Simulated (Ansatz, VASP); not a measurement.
Two plane-wave programs on TaN

```xyz
4
Lattice="3.0500 0.0000 0.0000 -1.5250 2.6414 0.0000 0.0000 0.0000 4.9400" Properties=species:S:1:pos:R:3 pbc="T T T"
Ta    0.0000    1.7609    0.0000
Ta    1.5250    0.8805    2.4700
N     0.0000    1.7609    1.9019
N     1.5250    0.8805    4.3719
```

Alike in both runs: task relaxation of cell and atoms; functional r2SCAN; k mesh 6 × 6 × 4; occupations gaussian, width 0.1 eV; no spin polarisation.

```csv
,VASP,Ansatz
version,VASP 6.6.1,Ansatz 0.2.0
potentials or method,"VASP PAW PBE potentials, release 64 (Ta_pv, N), cutoff 600 eV","scalar-relativistic, plane waves, PAW"
valence electrons in the cell,32,36
```

```tsv
	VASP	Ansatz	Ansatz less VASP
relaxed volume (Å³/atom)	12.97	12.94	-0.035
relaxed length of the cell vector where the two differ most in proportion (Å)	3.139	3.133	-0.0058
```

VASP's potentials were made for PBE, not for r2SCAN. VASP's potentials hold 32 valence electrons a cell and Ansatz's 36, so a difference there can come from the potentials and not from the codes.

The k mesh is coarse, so the values compare programs but aren't converged. Neither program's run includes spin-orbit coupling. Noted on VASP's run: the volume moved by over 15 % at a fixed basis, so the end points are rough.
